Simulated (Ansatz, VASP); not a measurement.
## CuSn3O8: VASP beside Ansatz

```
Cu Sn O
1.0
     4.73735    0.00000    0.00000
     0.00000    4.73735    0.00000
     0.00000    0.00000    6.37280
Cu Sn O
1 3 8
Cartesian
  0.0082 0.0082 0.0044
  0.0084 0.0081 3.1909
  2.3771 2.3767 1.5733
  2.3768 2.3770 4.8084
  1.4249 1.4252 0.0045
  1.4643 1.4648 3.1909
  0.9158 3.8386 1.5596
  0.9156 3.8387 4.8221
  3.3290 3.3284 0.0045
  3.2893 3.2891 3.1909
  3.8384 0.9150 1.5597
  3.8382 0.9152 4.8220
```

Alike in both runs: task single point; functional PBEsol; k mesh 4 × 4 × 3; occupations gaussian, width 0.05 eV; collinear spin.

```csv
,VASP,Ansatz
version,VASP 6.6.1,Ansatz 0.2.0
potentials or method,"VASP PAW PBE potentials, release 64 (Cu, Sn_d, O), cutoff 520 eV","scalar-relativistic, plane waves, PAW"
valence electrons in the cell,101,109
```

|  | VASP | Ansatz | Ansatz less VASP |
| --- | --- | --- | --- |
| gap on the k mesh at the Fermi level (eV) | none | none | - |
| pressure (GPa) | -3.9 | -4.6 | -0.76 |
| traceless stress, the component that is largest in VASP (GPa) | -1.13 | -1.31 | -0.188 |
| rms of the force components (eV/Å) | 0.192 | 0.202 | +0.0097 |
| net moment per atom (μB) | 0.05 | 0.05 | -0.002 |
| size of the moment on the site where the two differ most (μB) | 0.27 | 0.28 | +0.006 |

VASP's potentials were made for PBE, not for PBEsol. Site moments also hang on the region over which each program counts them. Atom by atom the forces differ by 0.012 eV/Å (rms over components). A gap of «none» marks a metal or a gap that the smearing closes. VASP's potentials hold 101 valence electrons a cell and Ansatz's 109, so a difference there can come from the potentials and not from the codes.
